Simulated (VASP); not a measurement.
Input of a VASP 6.6.1 run:

File INCAR:

```
SYSTEM = ZrH2
  ALGO = Normal
  EDIFF = 1E-6
  ENCUT = 520
  GGA = PS
  ISIF = 2
  ISMEAR = -1
  LASPH = .True.
  LCHARG = .False.
  LREAL = .False.
  LWAVE = .False.
  NBANDS = 14
  NELM = 100
  PREC = Accurate
  SIGMA = 0.05
```

Contents of KPOINTS:

```
k-points
0
Gamma
  10 10 10
  0 0 0
```

File POSCAR:

```
ZrH2
1.0
    0.0000000000      2.4564767021      2.4564767021
    2.4564767021      0.0000000000      2.4564767021
    2.4564767021      2.4564767021      0.0000000000
Zr H
1 2
Direct
    0.0000000000      0.0000000000      0.0000000000
    0.2500000000      0.2500000000      0.2500000000
    0.7500000000      0.7500000000      0.7500000000
```

Potentials or basis: VASP PAW PBE potentials, release 64 (Zr_sv, H).

Launch:

```bash
$ cat potpaw_PBE.64/Zr_sv/POTCAR potpaw_PBE.64/H/POTCAR > POTCAR
$ mpirun -np 1 vasp_std > vasp.out
```

(1) What does it give for the band gap on the k mesh?

(2) Predict the pressure.

Results:

(1) zero (band 7 reaches 8.13 eV, above the bottom of band 8 at 7.37 eV).

(2) -11.0 GPa.

Caveat: the PAW data sets were made with another functional, which shifts forces and pressure a little.
